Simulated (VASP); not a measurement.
**Si4S: single point with PBE**

The system is Si4S.

```xyz
5
Lattice="3.3105 -1.9565 0.5502 3.3105 1.9565 0.5502 0.8281 0.0000 8.1422" Properties=species:S:1:pos:R:3 pbc="T T T"
Si    2.3679    0.0000    4.5148
Si    0.8245    0.0000    0.2988
Si    5.1053    0.0000    1.7851
Si    4.7184    0.0000    4.1229
S     1.1515    0.0000    6.3374
```

```json
{"Program": "VASP 6.6.1", "Task": "single point", "Functional": "PBE", "Potentials or basis": "VASP PAW PBE potentials, release 64 (Si, S)", "Cutoff": "520 eV", "k mesh": "5 × 5 × 2", "Occupations": "gaussian, width 0.2 eV", "Spin": "no spin polarisation"}
```

* Pressure: 0.0 GPa
* Largest force: 0.028 eV/Å
* Band gap on the k mesh: 0.62 eV (least direct gap 1.04 eV)

Forces on the atoms (eV/Å):
```
Si  -0.024  0.000  0.013
Si  -0.011  0.000 -0.015
Si  -0.003  0.000 -0.013
Si   0.019  0.000  0.002
S    0.019  0.000  0.013
```

Stress tensor (GPa, compression positive):
```
 0.00  0.00  0.25
 0.00 -0.06  0.00
 0.25  0.00  0.14
```

Levels at points of the mesh, in eV from the valence-band top:
```
           k point  band 8  band 9  band 10  band 11  band 12  band 13  band 14  band 15
(0.00, 0.00, 0.00)   -1.22   -0.83    -0.63    -0.53     1.23     1.94     2.37     2.82
(0.00, 0.00, 0.50)   -1.27   -0.84    -0.69     0.00     1.09     1.30     2.42     2.73
```

It took 68 s on 1 thread of Intel Xeon 8259CL, on a shared host, peak memory 0.23 GiB.

Caveat: semilocal functionals underestimate gaps, and a narrow one can read as zero. A k mesh can miss the band edges.
